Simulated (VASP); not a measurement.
Crystal: BAs.

```
B As
1.0
     0.00000    2.32011    2.32011
     2.32011    0.00000    2.32011
     2.32011    2.32011    0.00000
B As
1 1
Direct
  0.00000 0.00000 0.00000
  0.25000 0.25000 0.25000
```

This cell differs from its parent crystal: strain -3.0%.

Base run:

- Program: VASP 6.6.1
- Functional: PBE
- Potentials or basis: VASP PAW PBE potentials, release 64 (B, As)
- Cutoff: 520 eV
- k mesh: 6 × 6 × 6
- Occupations: gaussian, width 0.01 eV
- Spin: no spin polarisation

Its results: band gap on the k mesh 1.20 eV, indirect (least direct gap 3.39 eV); pressure 18.6 GPa.

**Question.** The run is repeated on the same cell with these changes: k mesh from 6 × 6 × 6 to 10 × 10 × 10; occupations from gaussian, width 0.01 eV to fermi-dirac, width 0.02 eV. What comes out?

**Answer.** Band gap on the k mesh 1.08 eV, indirect (least direct gap 3.39 eV); pressure 18.6 GPa.

A k mesh can miss the band edges.
